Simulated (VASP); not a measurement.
# Rh (P6_3/mmc) in VASP: a series of runs, part 2 of 2

VASP 6.6.1.

### Step 3. Single point, PBE

This run uses another cell than the first one, of 15.79 Å³/atom.

INCAR reads:

```
ALGO = Fast
EDIFF = 1E-7
ENCUT = 520
GGA = PE
ISIF = 2
ISMEAR = 0
LASPH = True
LCHARG = False
LREAL = False
LWAVE = False
NBANDS = 22
NELM = 60
PREC = Accurate
SIGMA = 0.15
```

KPOINTS reads:

```
k-points
0
Gamma
  18 18 10
```

POSCAR reads:

```
Rh
1.0
    2.8611000000      0.0000000000      0.0000000000
   -1.4305500000      2.4777852828      0.0000000000
    0.0000000000      0.0000000000      4.4553000000
Rh
2
Direct
    0.6666666667      0.3333333333      0.7500000000
    0.3333333333      0.6666666667      0.2500000000
```

Potentials or basis: VASP PAW PBE potentials, release 64 (Rh_pv).

Run with:

```
$ cat potpaw_PBE.64/Rh_pv/POTCAR > POTCAR
$ mpirun -np 1 vasp_std > vasp.out
```

OUTCAR:

```text
EDIFF = 1E-7
   ENCUT = 520
   GGA = PE
   ISIF = 2
   ISMEAR = 0
   LASPH = True
   LREAL = False
   NELM = 60
   PREC = Accurate

 ion  position               nearest neighbor table
   1  0.667  0.333  0.750-   2 2.77   2 2.77   2 2.77   2 2.77   2 2.77   2 2.77
   2  0.333  0.667  0.250-   1 2.77   1 2.77   1 2.77   1 2.77   1 2.77   1 2.77

  LATTYP: Found a hexagonal cell.
 ALAT       =     2.8611000000
 C/A-ratio  =     1.5571982804

  Lattice vectors:

 A1 = (   2.8611000000,   0.0000000000,   0.0000000000)
 A2 = (  -1.4305500000,   2.4777852828,   0.0000000000)
 A3 = (   0.0000000000,   0.0000000000,   4.4553000000)

Analysis of symmetry for initial positions (statically):
=====================================================================
 Subroutine PRICEL returns:
 Original cell was already a primitive cell.

 Routine SETGRP: Setting up the symmetry group for a
 hexagonal supercell.

 Subroutine GETGRP returns: Found 24 space group operations
 (whereof 12 operations were pure point group operations)
 out of a pool of 24 trial point group operations.

The static configuration has the point symmetry D_3d.
 The point group associated with its full space group is D_6h.

Analysis of symmetry for dynamics (positions and initial velocities):
=====================================================================
 Subroutine PRICEL returns:
 Original cell was already a primitive cell.

 Routine SETGRP: Setting up the symmetry group for a
 hexagonal supercell.

 Subroutine GETGRP returns: Found 24 space group operations
 (whereof 12 operations were pure point group operations)
 out of a pool of 24 trial point group operations.

The dynamic configuration has the point symmetry D_3d.
 The point group associated with its full space group is D_6h.

 Subroutine INISYM returns: Found 24 space group operations
 (whereof 12 operations are pure point group operations),
 and found     1 'primitive' translations

[... 110 lines left out ...]
   EFERMI_NEDOS =   21; number of points for ismear=-14 and -15
   IALGO  =     68    algorithm
   IMIX   =      4    mixing-type and parameters
     AMIX     =   0.40;   BMIX     =  1.00
     AMIX_MAG =   1.60;   BMIX_MAG =  1.00
  volume/ion in A,a.u.               =      15.79       106.57
  Fermi-wavevector in a.u.,A,eV,Ry     =   1.609252  3.041045 35.234894  2.589692
  Thomas-Fermi vector in A             =   2.704992
   LORBIT       =      0    0 simple, 1 ext, 2 COOP (PROOUT), +10 PAW based schemes
   GGA     = PE    functional components
   LHFCALC =     F    Hartree Fock is set to
   AEXX    =    0.0000 exact exchange contribution
   IVDW    =     0    specifies the selected vdW correction
   LEPSILON=     F    determine dielectric tensor
   LRPA    =     F    only Hartree local field effects (RPA)
 non-spin polarized calculation
 RMM-DIIS sequential band-by-band and
 Gauss-broadening in eV      SIGMA  =   0.15
  energy-cutoff  :      520.00
  volume of cell :       31.58
 maximum number of plane-waves:       868
 NGX is ok and might be reduce to    24
   NGX = 11   NGY = 11   NGZ = 17

 number of electron      29.9999998 magnetization

 Free energy of the ion-electron system (eV)
  ---------------------------------------------------
  ext. energy  EPLUGINS =         0.00000000
  ---------------------------------------------------
  free energy    TOTEN  =       -14.20244727 eV

  energy without entropy =      -14.15503866  energy(sigma->0) =      -14.17874297

 E-fermi :   9.6222     XC(G=0): -13.1518

 val. band max:        9.6212262624   @ k =   0.2222   0.1111   0.4000
 cond. band min:       9.6244796552   @ k =   0.3333   0.3333   0.0000
 fundamental gap:      0.0032533928
 Fermi energy:         9.6221514884

 k-point     1 :       0.0000    0.0000    0.0000
  band No.  band energies     occupation
      1     -37.1117      2.00000
      2     -36.6617      2.00000
      3     -36.6617      2.00000
      4     -36.6063      2.00000
      5     -36.5782      2.00000
      6     -36.5782      2.00000
[... 589 lines left out ...]
     21      20.3055      0.00000
     22      23.3547      0.00000

 [... further k-points ...]

------------------------ aborting loop because EDIFF is reached ----------------------------------------

  FORCE on cell =-STRESS in cart. coord.  units (eV):
  Direction    XX          YY          ZZ          XY          YZ          ZX
  --------------------------------------------------------------------------------------
  -------------------------------------------------------------------------------------
  Total       -4.4154303     -4.4154303     -3.5563978      0.0000000      0.0000000      0.0000000
  in kB     -223.9803701   -223.9803701   -180.4044523      0.0000000      0.0000000      0.0000000
  external PRESSURE =    -209.4550642 kB  Pullay stress =       0.0000000 kB

 VOLUME and BASIS-vectors are now :
 -----------------------------------------------------------------------------
  energy-cutoff  :      520.00
  volume of cell :       31.58
      direct lattice vectors                 reciprocal lattice vectors
     2.861100000  0.000000000  0.000000000     0.349515920  0.201793111  0.000000000
    -1.430550000  2.477785283  0.000000000     0.000000000  0.403586222  0.000000000
     0.000000000  0.000000000  4.455300000     0.000000000  0.000000000  0.224451777

 POSITION                                       TOTAL-FORCE (eV/Angst)
 -----------------------------------------------------------------------------------
      1.43055      0.82593      3.34147         0.000000      0.000000      0.000000
     -0.00000      1.65186      1.11383        -0.000000     -0.000000      0.000000
 -----------------------------------------------------------------------------------
    total drift:                                0.000000     -0.000000      0.000000

  FREE ENERGIE OF THE ION-ELECTRON SYSTEM (eV)
  ---------------------------------------------------
  free  energy   TOTEN  =       -14.2024472667 eV

  energy  without entropy=      -14.1550386646  energy(sigma->0) =      -14.17874297
```

OSZICAR:

```text
N       E                     dE             d eps       ncg     rms          rms(c)
DAV:   1     0.325088818678E+03    0.32509E+03   -0.19084E+04  9784   0.155E+03
DAV:   2    -0.815916686092E+01   -0.33325E+03   -0.32166E+03 10182   0.465E+02
DAV:   3    -0.151272175728E+02   -0.69681E+01   -0.69166E+01 11364   0.758E+01
DAV:   4    -0.151751390224E+02   -0.47921E-01   -0.47916E-01 10946   0.633E+00
DAV:   5    -0.151759092205E+02   -0.77020E-03   -0.77019E-03 11496   0.840E-01    0.104E+01
RMM:   6    -0.142179599708E+02    0.95795E+00   -0.25105E+00  9955   0.131E+01    0.330E+00
RMM:   7    -0.142070610676E+02    0.10899E-01   -0.66888E-02 10278   0.197E+00    0.176E+00
RMM:   8    -0.142028509433E+02    0.42101E-02   -0.99489E-03 10594   0.988E-01    0.229E-01
RMM:   9    -0.142024232433E+02    0.42770E-03   -0.17185E-03 10997   0.354E-01    0.334E-02
RMM:  10    -0.142024470247E+02   -0.23781E-04   -0.13586E-04 11279   0.120E-01    0.109E-02
RMM:  11    -0.142024478818E+02   -0.85708E-06   -0.25812E-05 12130   0.496E-02    0.432E-03
RMM:  12    -0.142024469812E+02    0.90058E-06   -0.57184E-06 13484   0.230E-02    0.230E-03
RMM:  13    -0.142024468931E+02    0.88163E-07   -0.20888E-06 11267   0.150E-02    0.322E-03
RMM:  14    -0.142024472645E+02   -0.37143E-06   -0.69992E-07 10891   0.915E-03    0.409E-04
RMM:  15    -0.142024472667E+02   -0.21664E-08   -0.18622E-07  6392   0.418E-03
   1 F= -.14202447E+02 E0= -.14178743E+02  d E =-.474086E-01
```

Run time: 2 min. Hardware: 1 thread of Intel Xeon Platinum 8488C (Sapphire Rapids), shared host; peak memory 0.24 GiB.

What came out:

```yaml
Free_energy: -14.2024 eV
Pressure: -20.9 GPa
Band_gap_on_the_k_mesh: zero (bands 15 and 16 overlap by 1.84 eV)
```

Levels at points of the mesh, in eV from the Fermi level:
```
           k point  band 12  band 13  band 14  band 15  band 16  band 17  band 18  band 19
(0.00, 0.00, 0.00)    -1.97    -1.97    -1.76    -1.76     0.09     0.09     1.25     7.87
(0.50, 0.00, 0.00)    -1.84    -1.68     0.17     0.47     0.57     2.55     4.33     9.53
(0.00, 0.00, 0.50)    -2.61    -2.50    -2.50    -0.36    -0.36    -0.36    -0.36    14.56
(0.50, 0.00, 0.50)    -1.45    -0.24    -0.24     0.36     0.36     2.47     2.47     7.98
```

Caveat: the cell stands under tension.

### Step 4. Single point, PBE

This run uses another cell than the first one, of 13.23 Å³/atom.

INCAR reads:

```
  PREC = Accurate
  ENCUT = 520
  EDIFF = 1E-6
  ISMEAR = 0
  SIGMA = 0.15
  LREAL = False
  LASPH = True
  NELM = 100
  ALGO = Fast
  ISIF = 2
  LWAVE = False
  LCHARG = False
  GGA = PE
  NBANDS = 22
```

KPOINTS reads:

```
Automatic mesh
0
Gamma
  18 18 10
```

POSCAR reads:

```
Rh
1.0
    2.7521000000      0.0000000000      0.0000000000
   -1.3760500000      2.3833885137      0.0000000000
    0.0000000000      0.0000000000      4.0343000000
Rh
2
Direct
    0.6666666667      0.3333333333      0.7500000000
    0.3333333333      0.6666666667      0.2500000000
```

Potentials or basis: VASP PAW PBE potentials, release 64 (Rh_pv).

Run with:

```
$ cat potpaw_PBE.64/Rh_pv/POTCAR > POTCAR
$ mpirun -np 1 vasp_std > vasp.out
```

OUTCAR:

```text
PREC = Accurate
   ENCUT = 520
   EDIFF = 1E-6
   ISMEAR = 0
   LREAL = False
   LASPH = True
   NELM = 100
   ISIF = 2
   GGA = PE

 ion  position               nearest neighbor table
   1  0.667  0.333  0.750-   2 2.57   2 2.57   2 2.57   2 2.57   2 2.57   2 2.57
   2  0.333  0.667  0.250-   1 2.57   1 2.57   1 2.57   1 2.57   1 2.57   1 2.57

  LATTYP: Found a hexagonal cell.
 ALAT       =     2.7521000000
 C/A-ratio  =     1.4658987682

  Lattice vectors:

 A1 = (   2.7521000000,   0.0000000000,   0.0000000000)
 A2 = (  -1.3760500000,   2.3833885137,   0.0000000000)
 A3 = (   0.0000000000,   0.0000000000,   4.0343000000)

Analysis of symmetry for initial positions (statically):
=====================================================================
 Subroutine PRICEL returns:
 Original cell was already a primitive cell.

 Routine SETGRP: Setting up the symmetry group for a
 hexagonal supercell.

 Subroutine GETGRP returns: Found 24 space group operations
 (whereof 12 operations were pure point group operations)
 out of a pool of 24 trial point group operations.

[... 161 lines left out ...]
  free energy    TOTEN  =       -14.19718052 eV

  energy without entropy =      -14.15667691  energy(sigma->0) =      -14.17692872

 E-fermi :  12.7538     XC(G=0): -14.2674

 val. band max:       12.7517404343   @ k =   0.1667   0.0000   0.4000
 cond. band min:      12.7591391510   @ k =   0.2778   0.1667   0.2000
 fundamental gap:      0.0073987167
 Fermi energy:        12.7537856954

 k-point     1 :       0.0000    0.0000    0.0000
  band No.  band energies     occupation
      1     -34.8264      2.00000
      2     -33.9896      2.00000
      3     -33.9896      2.00000
      4     -33.7881      2.00000
      5     -33.7881      2.00000
      6     -33.7782      2.00000
[... 589 lines left out ...]
     21      24.8852      0.00000
     22      28.0082      0.00000

 [... further k-points ...]

------------------------ aborting loop because EDIFF is reached ----------------------------------------

  FORCE on cell =-STRESS in cart. coord.  units (eV):
  Direction    XX          YY          ZZ          XY          YZ          ZX
  --------------------------------------------------------------------------------------
  -------------------------------------------------------------------------------------
  Total        2.1507723      2.1507723      6.9979826      0.0000000      0.0000000      0.0000000
  in kB      130.2200253    130.2200253    423.6977882      0.0000000      0.0000000      0.0000000
  external PRESSURE =     228.0459463 kB  Pullay stress =       0.0000000 kB

 VOLUME and BASIS-vectors are now :
 -----------------------------------------------------------------------------
  energy-cutoff  :      520.00
  volume of cell :       26.46
      direct lattice vectors                 reciprocal lattice vectors
     2.752100000  0.000000000  0.000000000     0.363358890  0.209785353  0.000000000
    -1.376050000  2.383388514  0.000000000     0.000000000  0.419570705  0.000000000
     0.000000000  0.000000000  4.034300000     0.000000000  0.000000000  0.247874476

 POSITION                                       TOTAL-FORCE (eV/Angst)
 -----------------------------------------------------------------------------------
      1.37605      0.79446      3.02572        -0.000000      0.000000      0.000000
     -0.00000      1.58893      1.00857         0.000000     -0.000000      0.000000
 -----------------------------------------------------------------------------------
    total drift:                                0.000000     -0.000000      0.000000

  FREE ENERGIE OF THE ION-ELECTRON SYSTEM (eV)
  ---------------------------------------------------
  free  energy   TOTEN  =       -14.1971805172 eV

  energy  without entropy=      -14.1566769137  energy(sigma->0) =      -14.17692872
```

OSZICAR:

```text
N       E                     dE             d eps       ncg     rms          rms(c)
DAV:   1     0.327425388274E+03    0.32743E+03   -0.18952E+04  9792   0.160E+03
DAV:   2    -0.790001528228E+01   -0.33533E+03   -0.32334E+03 10154   0.477E+02
DAV:   3    -0.150597988454E+02   -0.71598E+01   -0.71230E+01 11382   0.785E+01
DAV:   4    -0.151066720560E+02   -0.46873E-01   -0.46868E-01 11010   0.639E+00
DAV:   5    -0.151073996442E+02   -0.72759E-03   -0.72758E-03 11532   0.821E-01    0.165E+01
RMM:   6    -0.142421143158E+02    0.86529E+00   -0.18042E+00 10021   0.116E+01    0.641E+00
RMM:   7    -0.142035186292E+02    0.38596E-01   -0.11406E-01 10252   0.286E+00    0.247E+00
RMM:   8    -0.141978400254E+02    0.56786E-02   -0.20566E-02 10647   0.138E+00    0.412E-01
RMM:   9    -0.141971446019E+02    0.69542E-03   -0.22212E-03 11451   0.459E-01    0.352E-02
RMM:  10    -0.141971784264E+02   -0.33824E-04   -0.25668E-04 11671   0.173E-01    0.129E-02
RMM:  11    -0.141971809767E+02   -0.25503E-05   -0.43457E-05 13268   0.630E-02    0.548E-03
RMM:  12    -0.141971805172E+02    0.45952E-06   -0.82478E-06 10680   0.302E-02
   1 F= -.14197181E+02 E0= -.14176929E+02  d E =-.405036E-01
```

stdout:

```text
POSCAR found type information on POSCAR Rh
 POSCAR found :  1 types and       2 ions
 scaLAPACK will be used
 LDA part: xc-table for (Slater+PW92), standard interpolation
 POSCAR, INCAR and KPOINTS ok, starting setup
 FFT: planning ... GRIDC
 FFT: planning ... GRID_SOFT
 FFT: planning ... GRID
 WAVECAR not read
 entering main loop
```

Run time: 56 s. Hardware: 1 thread of Intel Xeon Platinum 8488C (Sapphire Rapids), shared host; peak memory 0.21 GiB.

Results:

- Free energy: -14.1972 eV
- Pressure: 22.8 GPa
- Band gap on the k mesh: zero (bands 15 and 16 overlap by 2.13 eV)

Stress tensor (GPa, compression positive):
```
13.02  0.00  0.00
 0.00 13.02  0.00
 0.00  0.00 42.37
```

Caveat: the cell stands under pressure.

### Step 5. Single point, PBE

This run uses another cell than the first one, of 13.20 Å³/atom.

INCAR reads:

```
SYSTEM = Rh
PREC = Accurate
ENCUT = 520
EDIFF = 1E-7
ISMEAR = 0
SIGMA = 0.15
LREAL = .FALSE.
LASPH = .TRUE.
NELM = 60
ALGO = Fast
ISIF = 2
LWAVE = .FALSE.
LCHARG = .FALSE.
GGA = PE
NBANDS = 22
```

KPOINTS reads:

```
regular mesh
0
G
  18 18 10
  0 0 0
```

POSCAR reads:

```
Rh
1.0
    2.6159000000      0.0000000000      0.0000000000
   -1.3079500000      2.2654358537      0.0000000000
    0.0000000000      0.0000000000      4.4553000000
Rh
2
Direct
    0.6666666667      0.3333333333      0.7500000000
    0.3333333333      0.6666666667      0.2500000000
```

Run with:

```
$ cat potpaw_PBE.64/Rh_pv/POTCAR > POTCAR
$ mpirun -np 1 vasp_std > vasp.out
```

It took 72 s on 1 thread of Intel Xeon Platinum 8488C (Sapphire Rapids), shared host; peak memory 0.21 GiB.

It converged, with:

```yaml
Free_energy: -14.3022 eV
Pressure: 20.7 GPa
Band_gap_on_the_k_mesh: zero (bands 15 and 16 overlap by 2.78 eV)
```

Stress tensor (GPa, compression positive):
```
26.65  0.00  0.00
 0.00 26.65  0.00
 0.00  0.00  8.93
```

Levels at points of the mesh, in eV from the Fermi level:
| k point | band 12 | band 13 | band 14 | band 15 | band 16 | band 17 | band 18 | band 19 |
| --- | --- | --- | --- | --- | --- | --- | --- | --- |
| (0.00, 0.00, 0.00) | -2.73 | -2.73 | -1.62 | -1.62 | 0.20 | 0.22 | 0.22 | 8.33 |
| (0.50, 0.00, 0.00) | -2.52 | -2.06 | 0.55 | 0.77 | 1.01 | 3.33 | 5.57 | 10.69 |
| (0.00, 0.00, 0.50) | -3.22 | -3.22 | -3.22 | -0.39 | -0.39 | -0.39 | -0.39 | 14.49 |
| (0.50, 0.00, 0.50) | -1.56 | -0.29 | -0.29 | 0.91 | 0.91 | 2.84 | 2.84 | 9.95 |

Caveat: the cell stands under pressure.

### Step 6. Single point, PBE

This run uses another cell than the first one, of 13.20 Å³/atom.

INCAR reads:

```
SYSTEM = Rh
ALGO = Fast ; EDIFF = 1E-6
ENCUT = 520 ; GGA = PE
ISIF = 2 ; ISMEAR = 0
LASPH = .TRUE. ; LCHARG = .FALSE.
LREAL = .FALSE. ; LWAVE = .FALSE.
NBANDS = 22 ; NELM = 60
PREC = Accurate ; SIGMA = 0.15
```

KPOINTS reads:

```
k-points
0
G
  18 18 10
  0 0 0
```

POSCAR reads:

```
Rh
1.0
    2.7248648783      0.0000000000      0.0000000000
   -1.3624324392      2.3598022065      0.0000000000
    0.0000000000      0.0000000000      4.1045000000
Rh
2
Direct
    0.6666666667      0.3333333333      0.7500000000
    0.3333333333      0.6666666667      0.2500000000
```

Potentials or basis: VASP PAW PBE potentials, release 64 (Rh_pv).

Run with:

```
$ cat potpaw_PBE.64/Rh_pv/POTCAR > POTCAR
$ mpirun -np 1 vasp_std > vasp.out
```

Run time: 58 s. Hardware: 1 thread of Intel Xeon Platinum 8488C (Sapphire Rapids), shared host; peak memory 0.21 GiB.

The run converged. Its results:

```
Free energy            : -14.2652 eV
Pressure               : 22.1 GPa
Band gap on the k mesh : zero (bands 15 and 16 overlap by 2.31 eV)
```

Stress tensor (GPa, compression positive):
```
14.60  0.00  0.00
 0.00 14.60  0.00
 0.00  0.00 37.21
```

Levels at points of the mesh, in eV from the Fermi level:
| k point | band 13 | band 14 | band 15 | band 16 | band 17 | band 18 |
| --- | --- | --- | --- | --- | --- | --- |
| (0.00, 0.00, 0.00) | -2.59 | -2.58 | -2.58 | 0.11 | 0.11 | 1.47 |
| (0.50, 0.00, 0.00) | -2.06 | 0.07 | 0.55 | 0.91 | 2.95 | 5.08 |
| (0.00, 0.00, 0.50) | -3.10 | -3.10 | -0.43 | -0.43 | -0.43 | -0.43 |
| (0.50, 0.00, 0.50) | -0.42 | -0.42 | 0.37 | 0.37 | 2.65 | 2.65 |

Caveat: the cell stands under pressure.

### Step 7. Overview

| cell | further INCAR settings | gap on the mesh (eV) | pressure (GPa) |
| --- | --- | --- | --- |
| a = 2.834, b = 2.834, c = 4.525 Å, angles 90.0, 90.0, 120.0°, 2 atoms | ALGO = Fast; EDIFF = 1e-07; NBANDS = 22 | none | -20.8 |
| a = 2.861, b = 2.861, c = 4.455 Å, angles 90.0, 90.0, 120.0°, 2 atoms | ALGO = Fast; EDIFF = 1e-07; NBANDS = 22 | none | -20.9 |
| a = 2.752, b = 2.752, c = 4.034 Å, angles 90.0, 90.0, 120.0°, 2 atoms | ALGO = Fast; EDIFF = 1e-06; NBANDS = 22 | none | 22.8 |
| a = 2.616, b = 2.616, c = 4.455 Å, angles 90.0, 90.0, 120.0°, 2 atoms | ALGO = Fast; EDIFF = 1e-07; NBANDS = 22 | none | 20.7 |
| a = 2.725, b = 2.725, c = 4.104 Å, angles 90.0, 90.0, 120.0°, 2 atoms | ALGO = Fast; EDIFF = 1e-06; NBANDS = 22 | none | 22.1 |

Alike in all rows: task single point; level PBE; potentials or basis VASP PAW PBE potentials, release 64 (Rh_pv); no spin polarisation; k mesh 18 × 18 × 10; cutoff (eV) 520; smearing gaussian 0.15 eV.

Caveats: the cell stands under pressure (at least some runs); the cell stands under tension (at least some runs).

Total energies depend on the potentials used, so only differences within one code and one set of settings carry meaning.
